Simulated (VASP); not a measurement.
Here is a VASP 6.6.1 calculation.

Contents of INCAR:

```
PREC = Accurate
ENCUT = 520
EDIFF = 1E-6
ISMEAR = 0
SIGMA = 0.15
LREAL = F
LASPH = T
NELM = 100
ALGO = Normal
ISIF = 2
LWAVE = F
LCHARG = F
GGA = PE
NBANDS = 31
```

File KPOINTS:

```
regular mesh
0
Gamma
  8 8 6
```

The input POSCAR:

```
TiAl3
1.0
    1.9226734295     -1.9226734295     -4.3114047961
    1.9226734295     -1.9226734295      4.3114047961
   -3.8453468589     -3.8453468589      0.0000000000
Ti Al
2 6
Direct
   -0.0222669640     -0.0104403656      0.0021549858
    0.4699349103      0.4755032620      0.4951839627
    0.4837978265      0.4924414811     -0.0072599059
    0.0040411242     -0.0104843682      0.5136768006
    0.0065273549      0.5116270306      0.2573601546
    0.5220793239     -0.0017090737      0.7482292436
    0.5176330937      0.0124940697      0.2326853757
    1.0182533306      0.5305679640      0.7579693829
```

Potentials or basis: VASP PAW PBE potentials, release 64 (Ti_sv, Al).

Launch:

```bash
$ cat potpaw_PBE.64/Ti_sv/POTCAR potpaw_PBE.64/Al/POTCAR > POTCAR
$ mpirun -np 1 vasp_std > vasp.out
```

Question: Predict the band gap on the k mesh.

Answer: Zero (band 21 reaches 8.64 eV, above the bottom of band 22 at 7.04 eV).

Question: Predict the pressure.

Answer: 1.2 GPa.

Question: Predict the largest force.

Answer: 1.524 eV/Å.

Forces on the atoms (eV/Å):
```
Ti   0.415 -0.855 -0.551
Ti   1.016 -1.101 -0.278
Al  -0.184 -0.157 -0.240
Al   0.146  0.784  0.218
Al  -0.204  0.307  0.059
Al   0.347  0.326  0.715
Al  -0.874 -0.098  0.301
Al  -0.662  0.795 -0.224
```

Caveat: the cell differs from its parent crystal (atoms moved at random); forces of over 1 eV/Å act on the atoms, so gaps and moduli don't describe the material at rest.
